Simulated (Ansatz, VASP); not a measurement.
## B3As: VASP beside Ansatz

```xyz
4
Lattice="4.2621 0.0000 0.0000 -2.1311 3.6911 0.0000 0.0000 0.0000 3.1318" Properties=species:S:1:pos:R:3 pbc="T T T"
B    -1.2892    3.2050    1.5659
B     0.0000    0.9722    1.5659
B     1.2892    3.2050    1.5659
As    0.0000    2.4608    0.0000
```

Alike in both runs: functional PBE; k mesh 12 × 12 × 14; occupations gaussian, width 0.1 eV; no spin polarisation.

Ansatz relaxed the structure, and its values are those at the end. VASP's run is a single point on that final structure, the one shown.

|  | VASP | Ansatz |
| --- | --- | --- |
| version | VASP 6.6.1 | Ansatz 0.2.0 |
| potentials or method | VASP PAW PBE potentials, release 64 (B, As_d), cutoff 600 eV | scalar-relativistic, plane waves, PAW |
| valence electrons in the cell | 24 | 24 |

Ansatz gave:

- gap on the k mesh at the Fermi level (eV): none
- pressure (GPa): 0.0
- rms of the force components (eV/Å): 0.000

What did VASP give for the same quantities?

gap on the k mesh at the Fermi level (eV): none; pressure (GPa): 0.0; rms of the force components (eV/Å): 0.008.

A gap of «none» marks a metal or a gap that the smearing closes.
